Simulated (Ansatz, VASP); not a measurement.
## Rh: VASP beside Ansatz

```
Rh
1.0
     0.00000    1.89785    1.89785
     1.89785    0.00000    1.89785
     1.89785    1.89785    0.00000
Rh
1
Direct
  0.00000 0.00000 0.00000
```

Alike in both runs: task single point; functional PBE; k mesh 7 × 7 × 7; occupations fermi-dirac, width 0.04 eV; no spin polarisation.

```csv
,VASP,Ansatz
version,VASP 6.6.1,Ansatz 0.2.0
potentials or method,"VASP PAW PBE potentials, release 64 (Rh_pv), cutoff 520 eV","all-electron LAPW, scalar-relativistic"
```

```csv
,VASP,Ansatz,Ansatz less VASP
gap on the k mesh at the Fermi level (eV),none,none,-
pressure (GPa),6.1,6.1,-0.09
```

A gap of «none» marks a metal or a gap that the smearing closes. Ansatz ran all-electron here, and VASP with PAW potentials.

The k mesh is coarse, so the values compare programs but aren't converged. Noted on Ansatz's run: the k mesh is thin for a metal, which can move the energy by tens of meV per atom.
